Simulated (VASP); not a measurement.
The system is Mg7Se.

```
Mg Se
1.0
     3.15000    0.00000    0.00000
    -1.57500    2.72798    0.00000
     0.00000    0.00000   16.30000
Mg Se
7 1
Direct
  0.33333 0.66667 0.37500
  0.00000 0.00000 0.50000
  0.66667 0.33333 0.62500
  0.66667 0.33333 0.87500
  0.00000 0.00000 0.75000
  0.33333 0.66667 0.12500
  0.00000 0.00000 0.25000
  0.00000 0.00000 0.00000
```

- Program: VASP 6.6.1
- Task: relaxation of cell and atoms
- Functional: PBE
- Potentials or basis: VASP PAW PBE potentials, release 64 (Mg, Se)
- Cutoff: 600 eV
- k mesh: 6 × 6 × 1
- Occupations: gaussian, width 0.2 eV
- Spin: no spin polarisation

At the start: pressure 18.2 GPa; volume 17.51 Å³/atom.

Question: How do energy, volume and symmetry change on relaxing?

Answer: Over 18 steps the energy falls by 361.7 meV/atom and the volume is 24.12 Å³/atom (+37.8 %); space group P-3m1 (No. 164, to 0.05 Å).

Step by step:
```tsv
step	energy change (eV)	largest force (eV/Å)	pressure (GPa)	volume (Å³)
1	0.0000	1.4908	18.17	140.07
2	-2.2109	0.9354	0.01	184.24
3	-2.2138	0.9227	-0.45	186.51
4	-2.2133	0.9285	-0.26	185.49
5	-2.2959	0.7937	-0.11	184.98
6	-2.4891	0.5243	0.58	183.43
7	-2.5845	0.5648	2.99	180.35
8	-2.6117	0.4807	1.74	181.67
9	-2.6988	0.4256	1.01	186.30
10	-2.7576	0.4998	-0.72	200.58
11	-2.7808	0.3450	-0.17	195.25
12	-2.8115	0.3030	-0.14	195.11
13	-2.8545	0.1737	0.06	194.55
14	-2.8728	0.1389	-0.16	194.89
15	-2.8781	0.1917	-0.35	195.19
16	-2.8879	0.1387	0.16	192.41
17	-2.8883	0.1253	0.28	191.73
18	-2.8939	0.0395	0.12	192.96
```

Final structure:
```xyz
8
Lattice="3.5422 0.0000 0.0000 -1.7711 3.0677 0.0000 0.0000 0.0000 17.7574" Properties=species:S:1:pos:R:3 pbc="T T T"
Mg    0.0000    2.0451    6.4964
Mg    0.0000    0.0000    8.8787
Mg    1.7711    1.0226   11.2610
Mg    1.7711    1.0226   16.0478
Mg    0.0000    0.0000   13.6163
Mg    0.0000    2.0451    1.7095
Mg    0.0000    0.0000    4.1410
Se    0.0000    0.0000    0.0000
```

Caveat: the k points lie up to 0.35 Å⁻¹ apart in the final cell; the volume moved by over 15 % at a fixed basis, so the end points are rough; the relaxation stopped at a loose force limit of 0.08 eV/Å, so its end isn't a converged minimum.
